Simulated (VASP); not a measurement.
Crystal: Al.

```
CELL_PARAMETERS angstrom
0.00000 2.00738 2.00738
2.00738 0.00000 2.00738
2.00738 2.00738 0.00000
ATOMIC_POSITIONS crystal
Al 0.00000 0.00000 0.00000
```

Base run:

- Program: VASP 6.6.1
- Functional: r2SCAN
- Potentials or basis: VASP PAW PBE potentials, release 64 (Al)
- Cutoff: 520 eV
- k mesh: 11 × 11 × 11
- Occupations: fermi-dirac, width 0.05 eV
- Spin: no spin polarisation

Its results: pressure -1.6 GPa.

The run is repeated on the same cell with these changes: functional from r2SCAN to HSE06. What comes out?

Pressure 0.8 GPa.

Caveats: the PAW data sets were made with another functional, which shifts forces and pressure a little.
